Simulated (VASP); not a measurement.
# SnO2 (R-3m) in VASP: a series of runs

Runs on SnO2. Level: PBEsol. Tasks: single point.

All numbers are computed with VASP 6.6.1; they aren't measurements. Logs are shortened: lines on timing, memory, paths and dates and some standing lists are left out, and cuts for length are marked.

## 1. The cell of the first run

Symmetry: R-3m, No. 166, trigonal system. The conventional cell has a = 3.104 Å, b = 3.104 Å, c = 14.290 Å, α = 90.00°, β = 90.00°, γ = 120.00°. Sn (site symmetry -3m) has 6 O at 2.09 Å within 2.8 Å. Within 2.8 Å of O (site symmetry 3m) lie 3 Sn at 2.09 Å and 3 O at 2.79 Å.

## 2. Single point, PBEsol

The input, INCAR:

```
SYSTEM = SnO2
PREC = Accurate ; ENCUT = 1340
EDIFF = 1E-6 ; ISMEAR = 0
SIGMA = 0.05 ; LREAL = .False.
LASPH = .True. ; NELM = 120
ALGO = Normal ; ISIF = 2
LWAVE = .False. ; LCHARG = .False.
GGA = PS ; NBANDS = 20
GGA_COMPAT = .False.
```

The input, KPOINTS:

```
regular mesh
0
Gamma
  12 12 12
  0 0 0
```

The input, POSCAR:

```
SnO2
1.0
    1.5519000000      0.8959898828      4.7632000000
   -1.5519000000      0.8959898828      4.7632000000
    0.0000000000     -1.7919797655      4.7632000000
Sn O
1 2
Direct
    0.5000000000      0.5000000000      0.5000000000
    0.2414378084      0.2414378084      0.2414378084
    0.7585621916      0.7585621916      0.7585621916
```

Potentials or basis: VASP PAW PBE potentials, release 64 (Sn_d, O_h).

On the command line:

```console
$ cat potpaw_PBE.64/Sn_d/POTCAR potpaw_PBE.64/O_h/POTCAR > POTCAR
$ mpirun -np 1 vasp_std > vasp.out
```

OUTCAR:

```text
SYSTEM = SnO2
   PREC = Accurate
   ENCUT = 1340
   EDIFF = 1E-6
   ISMEAR = 0
   LREAL = .False.
   LASPH = .True.
   NELM = 120
   ISIF = 2
   GGA = PS

 ion  position               nearest neighbor table
   1  0.500  0.500  0.500-   2 2.09   2 2.09   3 2.09   3 2.09   2 2.09   3 2.09
   2  0.241  0.241  0.241-   1 2.09   1 2.09   1 2.09
   3  0.759  0.759  0.759-   1 2.09   1 2.09   1 2.09

  LATTYP: Found a trigonal (rhomboedric) cell.
 ALAT       =     5.0891321186
 COS(alpha) =     0.8140183868

  Lattice vectors:

 A1 = (   1.5519000000,   0.8959898828,   4.7632000000)
 A2 = (  -1.5519000000,   0.8959898828,   4.7632000000)
 A3 = (   0.0000000000,  -1.7919797655,   4.7632000000)

Analysis of symmetry for initial positions (statically):
=====================================================================
 Subroutine PRICEL returns:
 Original cell was already a primitive cell.

 Routine SETGRP: Setting up the symmetry group for a
 trigonal (rhombohedral) supercell.

 Subroutine GETGRP returns: Found 12 space group operations
 (whereof 12 operations were pure point group operations)
 out of a pool of 12 trial point group operations.

The static configuration has the point symmetry D_3d.

Analysis of symmetry for dynamics (positions and initial velocities):
=====================================================================
 Subroutine PRICEL returns:
 Original cell was already a primitive cell.

 Routine SETGRP: Setting up the symmetry group for a
 trigonal (rhombohedral) supercell.

 Subroutine GETGRP returns: Found 12 space group operations
 (whereof 12 operations were pure point group operations)
 out of a pool of 12 trial point group operations.

The dynamic configuration has the point symmetry D_3d.

 Subroutine INISYM returns: Found 12 space group operations
 (whereof 12 operations are pure point group operations),
 and found     1 'primitive' translations

----------------------------------------------------------------------------------------

                                     Primitive cell

  volume of cell :      39.7390

  direct lattice vectors                    reciprocal lattice vectors
     1.551900000  0.895989883  4.763200000     0.322185708  0.186014005  0.069980965
    -1.551900000  0.895989883  4.763200000    -0.322185708  0.186014005  0.069980965
     0.000000000 -1.791979766  4.763200000     0.000000000 -0.372028010  0.069980965

  length of vectors
     5.089132119  5.089132119  5.089132119     0.378552739  0.378552739  0.378552739

  position of ions in fractional coordinates (direct lattice)
     0.500000000  0.500000000  0.500000000
     0.241437808  0.241437808  0.241437808
     0.758562192  0.758562192  0.758562192

  ion indices of the primitive-cell ions
   primitive index   ion index
                 1           1
                 2           2
                 3           3

----------------------------------------------------------------------------------------

 KPOINTS: regular mesh

Automatic generation of k-mesh.
 Grid dimensions read from file:
 generate k-points for:   12   12   12

 Generating k-lattice:

  Cartesian coordinates                     Fractional coordinates (reciprocal lattice)
     0.026848809  0.015501167  0.005831747     0.083333333  0.000000000  0.000000000
    -0.026848809  0.015501167  0.005831747     0.000000000  0.083333333  0.000000000
     0.000000000 -0.031002334  0.005831747     0.000000000  0.000000000  0.083333333

  Length of vectors
     0.031546062  0.031546062  0.031546062

  Shift w.r.t. Gamma in fractional coordinates (k-lattice)
     0.000000000  0.000000000  0.000000000

 Subroutine IBZKPT returns following result:
 ===========================================

 Found    189 irreducible k-points:

 Following reciprocal coordinates:
            Coordinates               Weight
  0.000000  0.000000  0.000000      1.000000
  0.083333  0.000000 -0.000000      6.000000
  0.166667  0.000000 -0.000000      6.000000
  0.250000 -0.000000 -0.000000      6.000000
  0.333333 -0.000000  0.000000      6.000000
  0.416667  0.000000  0.000000      6.000000
[... 16 lines left out ...]
  0.500000  0.166667 -0.000000     12.000000
 -0.416667  0.166667  0.000000     12.000000
 [... further k-points ...]
   k-points           NKPTS =    189   k-points in BZ     NKDIM =    189   number of bands    NBANDS=     20
   number of dos      NEDOS =    301   number of ions     NIONS =      3
   total plane-waves  NPLWV = 262144
   dimension x,y,z NGX =    64 NGY =   64 NGZ =   64
   dimension x,y,z NGXF=   128 NGYF=  128 NGZF=  128
   ions per type =               1   2
   NGX,Y,Z   is equivalent  to a cutoff of  20.91, 20.91, 20.91 a.u.
   NGXF,Y,Z  is equivalent  to a cutoff of  41.81, 41.81, 41.81 a.u.
 SYSTEM =  SnO2
   PREC   = accura    normal or accurate (medium, high low for compatibility)
   ISTART =      0    job   : 0-new  1-cont  2-samecut
   ICHARG =      2    charge: 1-file 2-atom 10-const
   ISPIN  =      1    spin polarized calculation?
   LNONCOLLINEAR =      F non collinear calculations
   LSORBIT =      F    spin-orbit coupling
   LASPH  =      T    aspherical Exc in radial PAW
   ENCUT  = 1340.0 eV  98.49 Ry    9.92 a.u.  15.19 15.19 15.19*2*pi/ulx,y,z
   NELM   =    120;   NELMIN=  2; NELMDL= -5     # of ELM steps
   EDIFF  = 0.1E-05   stopping-criterion for ELM
   LREAL  =      F    real-space projection
   EDIFFG = 0.1E-04   stopping-criterion for IOM
   NSW    =      0    number of steps for IOM
   IBRION =     -1    ionic relax: 0-MD 1-quasi-New 2-CG
   NFREE  =      0    steps in history (QN), initial steepest desc. (CG)
   ISIF   =      2    stress and relaxation
   ISYM   =      2    0-nonsym 1-usesym 2-fastsym
   POTIM  = 0.5000    time-step for ionic-motion
   TEBEG  =    0.0;   TEEND  =   0.0 temperature during run
   PSTRESS=    0.0 pullay stress
   NELECT =      26.0000    total number of electrons
   NUPDOWN=      -1.0000    fix difference up-down
   EMIN   =  10.00;   EMAX   =-10.00  energy-range for DOS
   EFERMI =   0.00;   METHOD = LEGACY
   ISMEAR =     0;   SIGMA  =   0.05  broadening in eV -4-tet -1-fermi 0-gaus
   EFERMI_NEDOS =   21; number of points for ismear=-14 and -15
   IALGO  =     38    algorithm
   IMIX   =      4    mixing-type and parameters
     AMIX     =   0.40;   BMIX     =  1.00
     AMIX_MAG =   1.60;   BMIX_MAG =  1.00
  volume/ion in A,a.u.               =      13.25        89.39
  Fermi-wavevector in a.u.,A,eV,Ry     =   1.421217  2.685710 27.481823  2.019857
  Thomas-Fermi vector in A             =   2.542050
   LORBIT       =      0    0 simple, 1 ext, 2 COOP (PROOUT), +10 PAW based schemes
   GGA     = PS    functional components
   LHFCALC =     F    Hartree Fock is set to
   AEXX    =    0.0000 exact exchange contribution
   IVDW    =     0    specifies the selected vdW correction
   LEPSILON=     F    determine dielectric tensor
   LRPA    =     F    only Hartree local field effects (RPA)
 non-spin polarized calculation
 Gauss-broadening in eV      SIGMA  =   0.05
  energy-cutoff  :     1340.00
  volume of cell :       39.74
 maximum number of plane-waves:      4468
 NGX is ok and might be reduce to    64
   NGX = 31   NGY = 31   NGZ = 31

 number of electron      26.0000001 magnetization

 Free energy of the ion-electron system (eV)
  ---------------------------------------------------
  ext. energy  EPLUGINS =         0.00000000
  ---------------------------------------------------
  free energy    TOTEN  =       -19.24496432 eV

  energy without entropy =      -19.24496432  energy(sigma->0) =      -19.24496432

 E-fermi :   4.6949     XC(G=0): -10.7302

 val. band max:        4.4038502820   @ k =   0.5000   0.5000  -0.0000
 cond. band min:       6.8664477772   @ k =   0.0000   0.0000   0.0000
 fundamental gap:      2.4625974952
 Fermi energy:         4.6948592198

 k-point     1 :       0.0000    0.0000    0.0000
  band No.  band energies     occupation
      1     -15.4516      2.00000
      2     -15.2118      2.00000
      3     -15.2118      2.00000
      4     -14.9193      2.00000
      5     -14.9193      2.00000
      6     -13.8116      2.00000
[... 12 lines left out ...]
     19      21.8104      0.00000
     20      22.2207      0.00000

 k-point     2 :       0.0833    0.0000   -0.0000
  band No.  band energies     occupation
      1     -15.4135      2.00000
      2     -15.2775      2.00000
      3     -15.1895      2.00000
      4     -14.9531      2.00000
      5     -14.9221      2.00000
      6     -13.7614      2.00000
[... 12 lines left out ...]
     19      20.2995      0.00000
     20      22.2681      0.00000

 k-point     3 :       0.1667    0.0000   -0.0000
  band No.  band energies     occupation
      1     -15.5181      2.00000
      2     -15.2637      2.00000
      3     -15.1313      2.00000
      4     -15.0049      2.00000
      5     -14.9263      2.00000
      6     -13.5978      2.00000
[... 12 lines left out ...]
     19      18.9149      0.00000
     20      22.4729      0.00000

 k-point     4 :       0.2500   -0.0000   -0.0000
  band No.  band energies     occupation
      1     -15.7766      2.00000
      2     -15.1468      2.00000
      3     -15.0674      2.00000
      4     -15.0252      2.00000
      5     -14.9147      2.00000
      6     -13.3103      2.00000
[... 12 lines left out ...]
     19      17.9265      0.00000
     20      21.9931      0.00000

 k-point     5 :       0.3333   -0.0000    0.0000
  band No.  band energies     occupation
      1     -16.0078      2.00000
      2     -15.1326      2.00000
      3     -15.0400      2.00000
      4     -14.9529      2.00000
      5     -14.8644      2.00000
      6     -12.9354      2.00000
[... 12 lines left out ...]
     19      17.4298      0.00000
     20      20.4015      0.00000
[... 353 lines left out ...]
      6     -13.0381      2.00000
[... 12 lines left out ...]
     19      18.6053      0.00000
     20      20.6985      0.00000

 k-point    22 :       0.4167    0.1667    0.0000
  band No.  band energies     occupation
      1     -15.9353      2.00000
      2     -15.3098      2.00000
      3     -15.0738      2.00000
      4     -14.9783      2.00000
      5     -14.8378      2.00000
      6     -12.5663      2.00000
[... 12 lines left out ...]
     19      18.8376      0.00000
     20      19.5504      0.00000

 k-point    23 :       0.5000    0.1667   -0.0000
  band No.  band energies     occupation
      1     -16.0414      2.00000
      2     -15.3129      2.00000
      3     -15.0955      2.00000
      4     -14.9271      2.00000
      5     -14.8343      2.00000
      6     -12.1277      2.00000
[... 12 lines left out ...]
     19      18.5830      0.00000
     20      19.2453      0.00000

 k-point    24 :      -0.4167    0.1667    0.0000
  band No.  band energies     occupation
      1     -16.0787      2.00000
      2     -15.3145      2.00000
      3     -15.1045      2.00000
      4     -14.8750      2.00000
      5     -14.8648      2.00000
      6     -11.9447      2.00000
[... 12 lines left out ...]
     19      17.9534      0.00000
     20      19.5164      0.00000

 [... further k-points ...]

------------------------ aborting loop because EDIFF is reached ----------------------------------------

  FORCE on cell =-STRESS in cart. coord.  units (eV):
  Direction    XX          YY          ZZ          XY          YZ          ZX
  --------------------------------------------------------------------------------------
  -------------------------------------------------------------------------------------
  Total        2.6417552      2.6417552     -0.6414299      0.0000000     -0.0000000      0.0000000
  in kB      106.5089859    106.5089859    -25.8608544      0.0000000     -0.0000000      0.0000000
  external PRESSURE =      62.3857058 kB  Pullay stress =       0.0000000 kB

 VOLUME and BASIS-vectors are now :
 -----------------------------------------------------------------------------
  energy-cutoff  :     1340.00
  volume of cell :       39.74
      direct lattice vectors                 reciprocal lattice vectors
     1.551900000  0.895989883  4.763200000     0.322185708  0.186014005  0.069980965
    -1.551900000  0.895989883  4.763200000    -0.322185708  0.186014005  0.069980965
     0.000000000 -1.791979766  4.763200000     0.000000000 -0.372028010  0.069980965

 POSITION                                       TOTAL-FORCE (eV/Angst)
 -----------------------------------------------------------------------------------
      0.00000      0.00000      7.14480         0.000000      0.000000      0.000000
      0.00000      0.00000      3.45005         0.000000     -0.000000     -0.299287
      0.00000      0.00000     10.83955         0.000000      0.000000      0.299287
 -----------------------------------------------------------------------------------
    total drift:                                0.000000      0.000000      0.000000

  FREE ENERGIE OF THE ION-ELECTRON SYSTEM (eV)
  ---------------------------------------------------
  free  energy   TOTEN  =       -19.2449643234 eV

  energy  without entropy=      -19.2449643234  energy(sigma->0) =      -19.24496432
```

Run time: 20 min. Hardware: 1 thread of Intel Xeon Platinum 8259CL at 2.50GHz (Skylake/Cascade Lake), shared host; peak memory 0.98 GiB.

What came out:

| Property | Result |
| --- | --- |
| Free energy | -19.2450 eV |
| Pressure | 6.2 GPa |
| Largest force | 0.299 eV/Å |
| Band gap on the k mesh | 2.46 eV (least direct gap 2.60 eV) |

Forces on the atoms (eV/Å):
```
Sn   0.000  0.000  0.000
O    0.000  0.000 -0.299
O    0.000  0.000  0.299
```

Levels at points of the mesh, in eV from the valence-band top:
| k point | band 11 | band 12 | band 13 | band 14 | band 15 | band 16 |
| --- | --- | --- | --- | --- | --- | --- |
| (0.00, 0.00, 0.00) | -0.66 | -0.66 | -0.14 | 2.46 | 5.97 | 11.96 |
| (0.50, 0.00, 0.00) | -1.82 | -0.67 | -0.56 | 5.91 | 7.83 | 10.94 |
| (0.50, 0.50, 0.00) | -1.44 | -0.38 | 0.00 | 5.52 | 7.00 | 11.37 |
| (0.50, 0.50, 0.50) | -1.24 | -0.59 | -0.59 | 3.84 | 5.96 | 12.15 |

Caveat: the stress differs along the axes, from -3 to 11 GPa; the PAW data sets were made with another functional, which shifts forces and pressure a little; spin-orbit coupling is left out, which moves the levels of the heavy elements. A k mesh can miss the band edges.

## 3. Single point, PBEsol

This run uses another cell than the first one, of 13.70 Å³/atom.

The input, INCAR:

```
  PREC = Accurate
  ENCUT = 520
  EDIFF = 1E-6
  ISMEAR = 0
  SIGMA = 0.05
  LREAL = F
  LASPH = T
  NELM = 60
  ALGO = Normal
  ISIF = 2
  LWAVE = F
  LCHARG = T
  GGA = PS
  LELF = T
  LVHAR = T
  NBANDS = 20
```

The input, KPOINTS:

```
Automatic mesh
0
Gamma
  12 12 12
```

The input, POSCAR:

```
SnO2
1.0
    1.6856500000      0.9732104813      4.1751333333
   -1.6856500000      0.9732104813      4.1751333333
    0.0000000000     -1.9464209625      4.1751333333
Sn O
1 2
Direct
    0.5000000000      0.5000000000      0.5000000000
    0.2414378084      0.2414378084      0.2414378084
    0.7585621916      0.7585621916      0.7585621916
```

Potentials or basis: VASP PAW PBE potentials, release 64 (Sn_d, O).

On the command line:

```console
$ cat potpaw_PBE.64/Sn_d/POTCAR potpaw_PBE.64/O/POTCAR > POTCAR
$ mpirun -np 1 vasp_std > vasp.out
```

Run time: 2.1 min. Hardware: 1 thread of AMD EPYC 9R45 (Zen 5), shared host; peak memory 0.27 GiB.

Results (log left out):

```yaml
Free_energy: -19.1597 eV
Pressure: -11.5 GPa
Largest_force: 0.187 eV/Å
Band_gap_on_the_k_mesh: 0.71 eV
```

Forces in eV/Å, atoms in the order of the input:
```
Sn   0.000  0.000  0.000
O    0.000  0.000 -0.187
O    0.000  0.000  0.187
```

Stress tensor (GPa, compression positive):
```
-15.39   0.00   0.00
  0.00 -15.39   0.00
  0.00   0.00  -3.62
```

Levels at points of the mesh, in eV from the valence-band top:
```tsv
k point	band 10	band 11	band 12	band 13	band 14	band 15	band 16	band 17
(0.00, 0.00, 0.00)	-1.57	-1.49	-1.49	0.00	0.71	4.93	9.53	9.53
(0.50, 0.00, 0.00)	-3.32	-1.73	-1.11	-1.01	4.56	7.34	8.76	11.93
(0.50, 0.50, 0.00)	-3.62	-0.82	-0.59	-0.08	4.06	6.10	10.12	10.20
(0.50, 0.50, 0.50)	-1.81	-1.81	-1.32	-1.32	2.84	5.33	10.06	10.06
```

Caveat: the stress differs along the axes, from -15 to -4 GPa; semilocal functionals underestimate gaps, and a narrow one can read as zero; the PAW data sets were made with another functional, which shifts forces and pressure a little; spin-orbit coupling is left out, which moves the levels of the heavy elements. A k mesh can miss the band edges.
